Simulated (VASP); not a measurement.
# Ni (I4/mmm) in VASP: a series of runs

Runs on Ni. Level: PBE. Tasks: single point.

Everything below comes from runs of VASP 6.6.1. Logs are shortened: lines on timing, memory, paths and dates and some standing lists are left out, and cuts for length are marked.

**1. The cell of the first run**

Symmetry: I4/mmm, No. 139, tetragonal system. The conventional cell has a = 2.500 Å, b = 2.500 Å, c = 3.571 Å, α = 90.00°, β = 90.00°, γ = 90.00°. Ni (site symmetry 4/mmm) has 12 Ni at 2.50 to 2.51 Å within 3.3 Å.

**2. Single point, PBE, collinear spin, ferromagnetic start (zz strain of +1 %)**

INCAR

```
PREC     = Accurate       # precision mode
ENCUT    = 520            # plane-wave cutoff, eV
EDIFF    = 1E-6           # SCF threshold, eV
ISMEAR   = -1             # smearing method
SIGMA    = 0.05           # smearing width, eV
LREAL    = F              # projectors in reciprocal space
LASPH    = T              # aspherical terms in the spheres
NELM     = 150            # most SCF steps
ALGO     = Normal         # electronic algorithm
ISIF     = 2              # what is computed and relaxed
LWAVE    = F              # write WAVECAR
LCHARG   = F              # write CHGCAR
ISPIN    = 2              # spin polarisation
MAGMOM   = 1.5            # initial moments
LORBIT   = 11             # projections on sites
LMAXMIX  = 4              # l up to which the mixer works
GGA      = PE             # functional
NBANDS   = 15             # bands
```

KPOINTS

```
regular mesh
0
Gamma
  20 20 20
```

POSCAR

```
Ni
1.0
    0.0000000000      1.7679500000      1.7856295000
    1.7679500000      0.0000000000      1.7856295000
    1.7679500000      1.7679500000      0.0000000000
Ni
1
Direct
    0.0000000000      0.0000000000      0.0000000000
```

Potentials or basis: VASP PAW PBE potentials, release 64 (Ni).

Launch:

```bash
> cat potpaw_PBE.64/Ni/POTCAR > POTCAR
> mpirun -np 1 vasp_std > vasp.out
```

OUTCAR:

```text
PREC = Accurate
   ENCUT = 520
   EDIFF = 1E-6
   ISMEAR = -1
   LREAL = F
   LASPH = T
   NELM = 150
   ISIF = 2
   ISPIN = 2
   LORBIT = 11
   GGA = PE

 ion  position               nearest neighbor table
   1  0.000  0.000  0.000-

  LATTYP: Found a body centered tetragonal cell.
 ALAT       =     2.5002588676
 C/A-ratio  =     1.4283556980

  Lattice vectors:

 A1 = (  -1.7679500000,   0.0000000000,   1.7856295000)
 A2 = (   1.7679500000,   0.0000000000,   1.7856295000)
 A3 = (   0.0000000000,   1.7679500000,  -1.7856295000)

Analysis of symmetry for initial positions (statically):
=====================================================================
 Subroutine PRICEL returns:
 Original cell was already a primitive cell.

 Routine SETGRP: Setting up the symmetry group for a
 body centered tetragonal supercell.

 Subroutine GETGRP returns: Found 16 space group operations
 (whereof 16 operations were pure point group operations)
 out of a pool of 16 trial point group operations.

The static configuration has the point symmetry D_4h.

Analysis of symmetry for dynamics (positions and initial velocities):
=====================================================================
 Subroutine PRICEL returns:
 Original cell was already a primitive cell.

 Routine SETGRP: Setting up the symmetry group for a
 body centered tetragonal supercell.

 Subroutine GETGRP returns: Found 16 space group operations
 (whereof 16 operations were pure point group operations)
 out of a pool of 16 trial point group operations.

The dynamic configuration has the point symmetry D_4h.

Analysis of structural, dynamic, and magnetic symmetry:
=====================================================================
 Subroutine PRICEL returns:
 Original cell was already a primitive cell.

 Routine SETGRP: Setting up the symmetry group for a
 body centered tetragonal supercell.

 Subroutine GETGRP returns: Found 16 space group operations
 (whereof 16 operations were pure point group operations)
 out of a pool of 16 trial point group operations.

The overall configuration has the point symmetry D_4h.

 Subroutine INISYM returns: Found 16 space group operations
 (whereof 16 operations are pure point group operations),
 and found     1 'primitive' translations

----------------------------------------------------------------------------------------

                                     Primitive cell

  volume of cell :      11.1625

  direct lattice vectors                    reciprocal lattice vectors
     0.000000000  1.767950000  1.785629500    -0.282813428  0.282813428  0.280013295
     1.767950000  0.000000000  1.785629500     0.282813428 -0.282813428  0.280013295
     1.767950000  1.767950000  0.000000000     0.282813428  0.282813428 -0.280013295

  length of vectors
     2.512791259  2.512791259  2.500258868     0.488235922  0.488235922  0.488235922

  position of ions in fractional coordinates (direct lattice)
     0.000000000  0.000000000  0.000000000

  ion indices of the primitive-cell ions
   primitive index   ion index
                 1           1

----------------------------------------------------------------------------------------

 KPOINTS: regular mesh

Automatic generation of k-mesh.
 Grid dimensions read from file:
 generate k-points for:   20   20   20

 Generating k-lattice:

  Cartesian coordinates                     Fractional coordinates (reciprocal lattice)
    -0.014140671  0.014140671  0.014000665     0.050000000  0.000000000  0.000000000
     0.014140671 -0.014140671  0.014000665     0.000000000  0.050000000  0.000000000
     0.014140671  0.014140671 -0.014000665    -0.000000000 -0.000000000  0.050000000

  Length of vectors
     0.024411796  0.024411796  0.024411796

  Shift w.r.t. Gamma in fractional coordinates (k-lattice)
     0.000000000  0.000000000  0.000000000

 Subroutine IBZKPT returns following result:
 ===========================================

 Found    641 irreducible k-points:

 Following reciprocal coordinates:
            Coordinates               Weight
  0.000000  0.000000  0.000000      1.000000
  0.050000  0.000000  0.000000      8.000000
  0.100000  0.000000  0.000000      8.000000
  0.150000  0.000000  0.000000      8.000000
  0.200000  0.000000  0.000000      8.000000
  0.250000  0.000000  0.000000      8.000000
[... 16 lines left out ...]
 -0.400000  0.050000  0.000000      8.000000
 -0.350000  0.050000  0.000000      8.000000
 [... further k-points ...]
   k-points           NKPTS =    641   k-points in BZ     NKDIM =    641   number of bands    NBANDS=     15
   number of dos      NEDOS =    301   number of ions     NIONS =      1
   total plane-waves  NPLWV =   8000
   dimension x,y,z NGX =    20 NGY =   20 NGZ =   20
   dimension x,y,z NGXF=    40 NGYF=   40 NGZF=   40
   ions per type =               1
   NGX,Y,Z   is equivalent  to a cutoff of  13.23, 13.23, 13.30 a.u.
   NGXF,Y,Z  is equivalent  to a cutoff of  26.46, 26.46, 26.60 a.u.
 SYSTEM =  unknown system
   PREC   = accura    normal or accurate (medium, high low for compatibility)
   ISTART =      0    job   : 0-new  1-cont  2-samecut
   ICHARG =      2    charge: 1-file 2-atom 10-const
   ISPIN  =      2    spin polarized calculation?
   LNONCOLLINEAR =      F non collinear calculations
   LSORBIT =      F    spin-orbit coupling
   LASPH  =      T    aspherical Exc in radial PAW
   ENCUT  =  520.0 eV  38.22 Ry    6.18 a.u.   4.67  4.67  4.65*2*pi/ulx,y,z
   NELM   =    150;   NELMIN=  2; NELMDL= -5     # of ELM steps
   EDIFF  = 0.1E-05   stopping-criterion for ELM
   LREAL  =      F    real-space projection
   EDIFFG = 0.1E-04   stopping-criterion for IOM
   NSW    =      0    number of steps for IOM
   IBRION =     -1    ionic relax: 0-MD 1-quasi-New 2-CG
   NFREE  =      0    steps in history (QN), initial steepest desc. (CG)
   ISIF   =      2    stress and relaxation
   ISYM   =      2    0-nonsym 1-usesym 2-fastsym
   POTIM  = 0.5000    time-step for ionic-motion
   TEBEG  =    0.0;   TEEND  =   0.0 temperature during run
   PSTRESS=    0.0 pullay stress
   NELECT =      10.0000    total number of electrons
   NUPDOWN=      -1.0000    fix difference up-down
   EMIN   =  10.00;   EMAX   =-10.00  energy-range for DOS
   EFERMI =   0.00;   METHOD = LEGACY
   ISMEAR =    -1;   SIGMA  =   0.05  broadening in eV -4-tet -1-fermi 0-gaus
   EFERMI_NEDOS =   21; number of points for ismear=-14 and -15
   IALGO  =     38    algorithm
   IMIX   =      4    mixing-type and parameters
     AMIX     =   0.40;   BMIX     =  1.00
     AMIX_MAG =   1.60;   BMIX_MAG =  1.00
  volume/ion in A,a.u.               =      11.16        75.33
  Fermi-wavevector in a.u.,A,eV,Ry     =   1.578172  2.982313 33.887045  2.490628
  Thomas-Fermi vector in A             =   2.678743
   LORBIT       =     11    0 simple, 1 ext, 2 COOP (PROOUT), +10 PAW based schemes
   GGA     = PE    functional components
   LHFCALC =     F    Hartree Fock is set to
   AEXX    =    0.0000 exact exchange contribution
   IVDW    =     0    specifies the selected vdW correction
   LEPSILON=     F    determine dielectric tensor
   LRPA    =     F    only Hartree local field effects (RPA)
 spin polarized calculation
  energy-cutoff  :      520.00
  volume of cell :       11.16
 maximum number of plane-waves:       312
   NGX =  9   NGY =  9   NGZ =  9

 number of electron      10.0000008 magnetization       0.6316128

 Free energy of the ion-electron system (eV)
  ---------------------------------------------------
  ext. energy  EPLUGINS =         0.00000000
  ---------------------------------------------------
  free energy    TOTEN  =        -5.47366894 eV

  energy without entropy =       -5.45913861  energy(sigma->0) =       -5.46640377

 E-fermi :   9.0181     XC(G=0): -13.1049

 val. band max:        9.0175231765   @ k =  -0.4500   0.0500   0.5000
 cond. band min:       9.0188602579   @ k =  -0.4000   0.3500   0.2000
 fundamental gap:      0.0013370814
 Fermi energy:         9.0181487478

 spin component 1

 k-point     1 :       0.0000    0.0000    0.0000
  band No.  band energies     occupation
      1       0.1860      1.00000
      2       6.6049      1.00000
      3       6.6632      1.00000
      4       6.6632      1.00000
      5       7.7476      1.00000
      6       7.8121      1.00000
      7      32.5267      0.00000
      8      36.1217      0.00000
      9      36.2171      0.00000
     10      36.2171      0.00000
     11      39.0262      0.00000
     12      39.0262      0.00000
     13      39.0809      0.00000
     14      42.0618      0.00000
     15      47.5190      0.00000
[... 397 lines left out ...]
 k-point    24 :      -0.3500    0.0500    0.0000
  band No.  band energies     occupation
      1       3.9718      1.00000
      2       6.7014      1.00000
      3       6.8130      1.00000
      4       6.9095      1.00000
      5       8.0928      1.00000
      6       8.4427      0.99999
      7      17.9397      0.00000
      8      30.2445      0.00000
      9      32.8127      0.00000
     10      34.6165      0.00000
     11      36.6277      0.00000
     12      38.2098      0.00000
     13      42.2383      0.00000
     14      48.9483      0.00000
     15      50.5565      0.00000

 [... further k-points ...]

 spin component 2

 k-point     1 :       0.0000    0.0000    0.0000
  band No.  band energies     occupation
      1       0.1481      1.00000
      2       7.3662      1.00000
      3       7.4236      1.00000
      4       7.4236      1.00000
      5       8.3395      1.00000
      6       8.4012      1.00000
      7      32.3571      0.00000
      8      36.0981      0.00000
      9      36.2026      0.00000
     10      36.2026      0.00000
     11      39.1209      0.00000
     12      39.1209      0.00000
     13      39.1835      0.00000
     14      41.9342      0.00000
     15      47.7102      0.00000
[... 397 lines left out ...]
 k-point    24 :      -0.3500    0.0500    0.0000
  band No.  band energies     occupation
      1       4.1849      1.00000
      2       7.2784      1.00000
      3       7.3509      1.00000
      4       7.4496      1.00000
      5       8.8266      0.97879
      6       9.1418      0.07775
      7      18.1797      0.00000
      8      30.2249      0.00000
      9      32.7927      0.00000
     10      34.7187      0.00000
     11      36.6509      0.00000
     12      38.2259      0.00000
     13      42.3003      0.00000
     14      49.0183      0.00000
     15      50.7333      0.00000

 [... further k-points ...]

------------------------ aborting loop because EDIFF is reached ----------------------------------------

  FORCE on cell =-STRESS in cart. coord.  units (eV):
  Direction    XX          YY          ZZ          XY          YZ          ZX
  --------------------------------------------------------------------------------------
  -------------------------------------------------------------------------------------
  Total       -0.2915040     -0.2915040     -0.3681028      0.0000000      0.0000000      0.0000000
  in kB      -41.8401978    -41.8401978    -52.8346003      0.0000000      0.0000000      0.0000000
  external PRESSURE =     -45.5049986 kB  Pullay stress =       0.0000000 kB

 VOLUME and BASIS-vectors are now :
 -----------------------------------------------------------------------------
  energy-cutoff  :      520.00
  volume of cell :       11.16
      direct lattice vectors                 reciprocal lattice vectors
     0.000000000  1.767950000  1.785629500    -0.282813428  0.282813428  0.280013295
     1.767950000  0.000000000  1.785629500     0.282813428 -0.282813428  0.280013295
     1.767950000  1.767950000  0.000000000     0.282813428  0.282813428 -0.280013295

 POSITION                                       TOTAL-FORCE (eV/Angst)
 -----------------------------------------------------------------------------------
      0.00000      0.00000      0.00000         0.000000      0.000000      0.000000
 -----------------------------------------------------------------------------------
    total drift:                                0.000000      0.000000      0.000000

  FREE ENERGIE OF THE ION-ELECTRON SYSTEM (eV)
  ---------------------------------------------------
  free  energy   TOTEN  =        -5.4736689355 eV

  energy  without entropy=       -5.4591386126  energy(sigma->0) =       -5.46640377

 total charge

# of ion       s       p       d       tot
------------------------------------------
    1        0.487   0.476   8.303   9.265

 magnetization (x)

# of ion       s       p       d       tot
------------------------------------------
    1       -0.007  -0.025   0.677   0.646
```

Wall time 3.4 min (1 thread of Intel Xeon 8259CL, shared host); peak memory 0.26 GiB.

What came out:

```yaml
Free_energy: -5.4737 eV
Pressure: -4.6 GPa
Net_moment: 0.63 μB per cell
Site_moments: Ni +0.65 μB
Valence_electrons_inside_the_program's_atomic_spheres: Ni 9.27
```

Stress tensor (GPa, compression positive):
```
-4.18  0.00  0.00
 0.00 -4.18  0.00
 0.00  0.00 -5.28
```

Levels at points of the mesh, in eV from the Fermi level:
Spin up:
```
           k point  band 2  band 3  band 4  band 5  band 6  band 7  band 8  band 9
(0.00, 0.00, 0.00)   -2.41   -2.35   -2.35   -1.27   -1.21   23.51   27.10   27.20
(0.50, 0.00, 0.00)   -2.38   -2.32   -0.62   -0.60   -0.24    5.48   21.99   24.08
(0.50, 0.50, 0.00)   -4.06   -0.55   -0.49   -0.49    2.28    8.82   14.75   14.75
(0.50, 0.00, 0.50)   -4.07   -0.56   -0.51   -0.47    2.51    9.08   14.51   14.51
```
Spin down:
| k point | band 2 | band 3 | band 4 | band 5 | band 6 | band 7 | band 8 | band 9 |
| --- | --- | --- | --- | --- | --- | --- | --- | --- |
| (0.00, 0.00, 0.00) | -1.65 | -1.59 | -1.59 | -0.68 | -0.62 | 23.34 | 27.08 | 27.18 |
| (0.50, 0.00, 0.00) | -1.76 | -1.70 | -0.31 | 0.14 | 0.16 | 5.90 | 21.84 | 24.17 |
| (0.50, 0.50, 0.00) | -3.43 | 0.06 | 0.37 | 0.37 | 2.24 | 9.06 | 14.76 | 14.76 |
| (0.50, 0.00, 0.50) | -3.45 | 0.06 | 0.36 | 0.40 | 2.47 | 9.32 | 14.51 | 14.52 |

Caveat: the cell differs from its parent crystal (zz strain of +1 %); the cell stands under tension.

**3. Single point, PBE, collinear spin, ferromagnetic start (zz strain of +2 %)**

INCAR

```
SYSTEM = Ni
PREC = Accurate
ENCUT = 520
EDIFF = 1E-6
ISMEAR = -1
SIGMA = 0.05
LREAL = .FALSE.
LASPH = .TRUE.
NELM = 150
ALGO = Normal
ISIF = 2
LWAVE = .FALSE.
LCHARG = .TRUE.
ISPIN = 2
MAGMOM = 1.5
LORBIT = 11
LMAXMIX = 4
GGA = PE
LELF = .TRUE.
LVHAR = .TRUE.
NBANDS = 15
```

KPOINTS

```
Automatic mesh
0
G
  20 20 20
  0 0 0
```

POSCAR

```
Ni
1.0
    0.0000000000      1.7679500000      1.8033090000
    1.7679500000      0.0000000000      1.8033090000
    1.7679500000      1.7679500000      0.0000000000
Ni
1
Direct
    0.0000000000      0.0000000000      0.0000000000
```

Potentials or basis: VASP PAW PBE potentials, release 64 (Ni).

Launch:

```bash
> cat potpaw_PBE.64/Ni/POTCAR > POTCAR
> mpirun -np 1 vasp_std > vasp.out
```

It took 3.6 min on 1 thread of Intel Xeon 8259CL, shared host; peak memory 0.27 GiB.

It converged, with:

| Property | Result |
| --- | --- |
| Free energy | -5.4692 eV |
| Pressure | -6.2 GPa |
| Net moment | 0.63 μB per cell |
| Site moments | Ni +0.65 μB |
| Valence electrons inside the program's atomic spheres | Ni 9.25 |

Stress tensor (GPa, compression positive):
```
-5.47  0.00  0.00
 0.00 -5.47  0.00
 0.00  0.00 -7.69
```

Levels at points of the mesh, in eV from the Fermi level:
Spin up:
| k point | band 1 | band 2 | band 3 | band 4 | band 5 | band 6 | band 7 | band 8 | band 9 | band 10 |
| --- | --- | --- | --- | --- | --- | --- | --- | --- | --- | --- |
| (0.00, 0.00, 0.00) | -8.76 | -2.43 | -2.31 | -2.31 | -1.29 | -1.17 | 23.43 | 26.89 | 27.07 | 27.07 |
| (0.50, 0.00, 0.00) | -4.65 | -2.39 | -2.27 | -0.64 | -0.59 | -0.22 | 5.41 | 21.85 | 23.82 | 24.39 |
| (0.50, 0.50, 0.00) | -4.46 | -4.01 | -0.55 | -0.50 | -0.50 | 2.14 | 8.56 | 14.82 | 14.82 | 19.56 |
| (0.50, 0.00, 0.50) | -4.43 | -4.02 | -0.56 | -0.53 | -0.46 | 2.58 | 9.08 | 14.34 | 14.34 | 19.15 |
Spin down:
```tsv
k point	band 2	band 3	band 4	band 5	band 6	band 7	band 8	band 9
(0.00, 0.00, 0.00)	-1.66	-1.55	-1.55	-0.70	-0.58	23.26	26.86	27.06
(0.50, 0.00, 0.00)	-1.76	-1.64	-0.29	0.12	0.17	5.84	21.71	23.90
(0.50, 0.50, 0.00)	-3.38	0.06	0.37	0.37	2.09	8.81	14.83	14.83
(0.50, 0.00, 0.50)	-3.40	0.05	0.33	0.42	2.54	9.32	14.34	14.35
```

Caveat: the cell differs from its parent crystal (zz strain of +2 %); the cell stands under tension.

(Part 1 of 2 ends here.)
